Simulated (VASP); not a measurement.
The system is CaH.

```
Ca H
1.0
     3.90221    0.00000    0.00000
    -1.95111    3.37941    0.00000
     0.00000    0.00000   12.80854
Ca H
4 4
Cartesian
  0.0000 0.0000 0.0000
  0.0000 2.2529 3.2021
  0.0000 0.0000 6.4043
  1.9511 1.1265 9.6064
  1.9511 1.1265 1.6011
  0.0000 2.2529 11.2075
  0.0000 2.2529 8.0053
  1.9511 1.1265 4.8032
```

- Program: VASP 6.6.1
- Task: relaxation of cell and atoms
- Functional: PBE
- Potentials or basis: VASP PAW PBE potentials, release 64 (Ca_sv, H)
- Cutoff: 600 eV
- k mesh: 6 × 6 × 2
- Occupations: gaussian, width 0.1 eV
- Spin: no spin polarisation

At the start: pressure -4.9 GPa; volume 21.11 Å³/atom.

Question: Where does the relaxation end?

Answer: Over 14 steps the energy falls by 97.8 meV/atom and the volume is 17.69 Å³/atom (-16.2 %); space group P6_3/mmc (No. 194, to 0.1 Å) before and after.

The path:
```
step  energy change (eV)  largest force (eV/Å)  pressure (GPa)  volume (Å³)
   1              0.0000                0.2560           -4.87       168.91
   2             -0.4084                0.2717           -3.07       153.69
   3             -0.5910                0.2720           -0.53       140.07
   4             -0.5987                0.2691            0.34       136.50
   5             -0.5988                0.2697            0.19       137.11
   6             -0.6199                0.2630            0.19       137.19
   7             -0.6701                0.2289            0.21       137.39
   8             -0.7052                0.1470            0.37       137.67
   9             -0.7290                0.1163            0.23       138.61
  10             -0.7709                0.0263           -0.04       141.43
  11             -0.7765                0.0149           -0.12       142.83
  12             -0.7766                0.0199           -0.13       143.02
  13             -0.7810                0.0180            0.06       142.17
  14             -0.7820                0.0164            0.22       141.50
```

Final structure:
```cif
data_structure
_symmetry_space_group_name_H-M 'P 1'
_symmetry_Int_Tables_number 1
_cell_length_a 3.7386
_cell_length_b 3.7386
_cell_length_c 11.6898
_cell_angle_alpha 90.000
_cell_angle_beta 90.000
_cell_angle_gamma 120.000
_cell_volume 141.50
loop_
_atom_site_label
_atom_site_type_symbol
_atom_site_fract_x
_atom_site_fract_y
_atom_site_fract_z
_atom_site_occupancy
Ca1 Ca 0.00000 0.00000 0.00000 1
Ca2 Ca 0.33333 0.66667 0.25000 1
Ca3 Ca 0.00000 0.00000 0.50000 1
Ca4 Ca 0.66667 0.33333 0.75000 1
H1 H 0.66667 0.33333 0.09622 1
H2 H 0.33333 0.66667 0.90378 1
H3 H 0.33333 0.66667 0.59622 1
H4 H 0.66667 0.33333 0.40378 1
```

Caveat: the volume moved by over 15 % at a fixed basis, so the end points are rough.
